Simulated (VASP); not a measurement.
**ZnO: relaxation of cell and atoms with PBE**

Crystal: ZnO.

```
CELL_PARAMETERS angstrom
3.12543 0.00000 0.00000
-1.56272 2.70671 0.00000
0.00000 0.00000 5.21846
ATOMIC_POSITIONS crystal
Zn 0.00000 0.00000 0.00714
Zn 0.33333 0.66667 0.50714
O 0.00000 0.00000 0.36786
O 0.33333 0.66667 0.86786
```

```yaml
Program: VASP 6.6.1
Task: relaxation of cell and atoms
Functional: PBE
Potentials_or_basis: VASP PAW PBE potentials, release 64 (Zn, O)
Cutoff: 600 eV
k_mesh: 6 × 6 × 4
Occupations: gaussian, width 0.1 eV
Spin: no spin polarisation
Dipole_correction: no
Further_INCAR_settings: ALGO = Normal; EDIFF = 1e-07; IBRION = 2; EDIFFG = -0.05; NSW = 80; ISIF = 3
```

```
Relaxed volume                        : 12.37 Å³/atom
Relaxed cell                          : a = 3.283 Å, b = 3.283 Å, c = 5.299 Å, α = 90.00°, β = 90.00°, γ = 120.00°
Space group after relaxing (to 0.1 Å) : P6_3mc (No. 186)
Energy gained by relaxing             : 81.7 meV/atom
Ionic steps                           : 7
Pressure after relaxing               : 0.4 GPa
Largest force after relaxing          : 0.004 eV/Å
Band gap on the k mesh                : 0.72 eV
```

Forces in eV/Å, atoms in the order of the input:
```
Zn   0.000  0.000  0.004
Zn   0.000  0.000  0.004
O    0.000  0.000 -0.004
O    0.000  0.000 -0.004
```

Stress tensor (GPa, compression positive):
```
0.41 0.00 0.00
0.00 0.41 0.00
0.00 0.00 0.31
```

The path:
```csv
step,energy change (eV),largest force (eV/Å),pressure (GPa),volume (Å³)
1,0.0000,0.4912,19.24,44.15
2,-0.2068,0.0236,-7.68,53.16
3,-0.3038,0.0835,0.07,49.51
4,-0.3138,0.1415,-0.24,49.67
5,-0.3176,0.2095,-0.55,49.84
6,-0.3246,0.1006,-0.11,49.66
7,-0.3267,0.0037,0.38,49.47
```

Final structure:
```
Zn O
1.0
     3.28327    0.00000    0.00000
    -1.64164    2.84340    0.00000
     0.00000    0.00000    5.29940
Zn O
2 2
Direct
  0.00000 0.00000 0.99792
  0.33333 0.66667 0.49792
  0.00000 0.00000 0.37708
  0.33333 0.66667 0.87708
```

Levels at points of the mesh, in eV from the valence-band top:
```
           k point  band 16  band 17  band 18  band 19  band 20  band 21
(0.00, 0.00, 0.00)    -0.08     0.00     0.00     0.72     5.08     8.06
(0.50, 0.00, 0.00)    -2.13    -1.23    -0.79     5.61     6.82     7.52
(0.00, 0.00, 0.50)    -0.37    -0.37    -0.37     3.35     3.35     9.90
(0.50, 0.00, 0.50)    -1.42    -1.31    -1.31     5.63     5.63     8.21
```

It took 3.9 min on 1 thread of Intel Xeon 8259CL, on a shared host, peak memory 0.19 GiB.
